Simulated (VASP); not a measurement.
A run of VASP 6.6.1:

Contents of POSCAR:

```
Zr3B10P4
1.0
    3.2078136860      0.0000000000      0.0000000000
   -1.6039068430      2.7780481427      0.0000000000
    0.0000000000      0.0000000000     21.8646933615
P B Zr
4 10 3
Direct
    1.0000000000      1.0000000000      0.0167822814
    1.3333333333      1.6666666667      0.1374306840
    1.6666666667      2.3333333333      0.2573497876
    2.0000000000      3.0000000000      0.3772449926
    0.3333333333      0.6666666667      0.0475667251
    0.6666666667      1.3333333333      0.1674727848
    1.0000000000      2.0000000000      0.2873574546
    1.3333333333      2.6666666667      0.4076951107
    1.3333333333      2.6666666667      0.4918713675
    1.6666666667      2.3333333333      0.4997512254
    1.3333333333      2.6666666667      0.6539067244
    1.6666666667      2.3333333333      0.6537322996
    1.3333333333      2.6666666667      0.8153703570
    1.6666666667      2.3333333333      0.8150195126
    1.0000000000      2.0000000000      0.5726225454
    1.0000000000      2.0000000000      0.7343687747
    1.0000000000      2.0000000000      0.8934618339
```

Contents of INCAR.step1:

```
SYSTEM = Zr3B10P4
PREC     = Accurate       ! precision mode
ENCUT    = 520            ! plane-wave cutoff, eV
ISMEAR   = 0              ! smearing method
SIGMA    = 0.1            ! smearing width, eV
LREAL    = Auto         
LASPH    = .TRUE.         ! aspherical terms in the spheres
NELM     = 80             ! most SCF steps
NBANDS   = 57             ! bands
GGA      = PE             ! functional
ALGO     = Normal         ! electronic algorithm
EDIFF    = 1E-4           ! SCF threshold, eV
LWAVE    = .TRUE.         ! write WAVECAR
LCHARG   = .FALSE.        ! write CHGCAR
```

File INCAR.step2:

```
SYSTEM = Zr3B10P4
PREC     = Accurate       ! precision mode
ENCUT    = 520            ! plane-wave cutoff, eV
EDIFF    = 1E-7           ! SCF threshold, eV
ISMEAR   = 0              ! smearing method
SIGMA    = 0.1            ! smearing width, eV
LREAL    = Auto         
LASPH    = .TRUE.         ! aspherical terms in the spheres
NELM     = 80             ! most SCF steps
ALGO     = Normal         ! electronic algorithm
ISIF     = 2              ! what is computed and relaxed
LWAVE    = .FALSE.        ! write WAVECAR
LCHARG   = .TRUE.         ! write CHGCAR
METAGGA  = R2SCAN         ! meta-GGA
LMIXTAU  = .TRUE.       
LELF     = .TRUE.         ! ELF
LVHAR    = .TRUE.       
NBANDS   = 57             ! bands
ISTART   = 1
```

The input KPOINTS:

```
regular mesh
0
G
  12 12 2
  0 0 0
```

Potentials or basis: VASP PAW PBE potentials, release 64 (P, B, Zr_sv).

The run is started by

```bash
$ cat potpaw_PBE.64/P/POTCAR potpaw_PBE.64/B/POTCAR potpaw_PBE.64/Zr_sv/POTCAR > POTCAR
$ cp INCAR.step1 INCAR
$ mpirun -np 1 vasp_std > vasp.out
$ cp INCAR.step2 INCAR
$ mpirun -np 1 vasp_std > vasp.out
```

Hardware: 1 thread of Intel(R) Xeon(R) 6975P-C (Granite Rapids), on a shared host.

Estimate the wall time of this run.

It took 27 min on 1 thread of Intel(R) Xeon(R) 6975P-C (Granite Rapids), on a shared host, peak memory 0.49 GiB. Counts: k points 38.
